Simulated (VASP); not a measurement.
Si12O23 (a cell with a defect), 35 atoms in the cell. The cell holds a defect, 35 atoms: a = 7.306 Å, b = 7.306 Å, c = 9.828 Å, α = 70.35°, β = 70.35°, γ = 71.26°. 

| Item | Value |
| --- | --- |
| Program | VASP 6.6.1 |
| Task | single point |
| Functional | PBE |
| Potentials or basis | VASP PAW PBE potentials, release 64 (Si, O) |
| Cutoff | 520 eV |
| k mesh | 2 × 2 × 2 |
| Occupations | gaussian, width 0.02 eV |
| Spin | no spin polarisation |
| Dipole correction | no |
| Further INCAR settings | LREAL = Auto; ALGO = Normal; EDIFF = 1e-06; NBANDS = 116 |

Potentials or basis: VASP PAW PBE potentials, release 64 (Si, O).

Command:

```console
$ cat potpaw_PBE.64/Si/POTCAR potpaw_PBE.64/O/POTCAR > POTCAR
$ mpirun -np 1 vasp_std > vasp.out
```

Hardware: 1 thread of Intel(R) Xeon(R) Platinum 8375C CPU @ 2.90GHz (Ice Lake), with other jobs on the host.

Problem. Estimate the wall time of this run.

Solution. Wall time 9 min on 1 thread of Intel(R) Xeon(R) Platinum 8375C CPU @ 2.90GHz (Ice Lake), on a shared host, peak memory 0.62 GiB. Counts: scf iterations 16, k points 8.
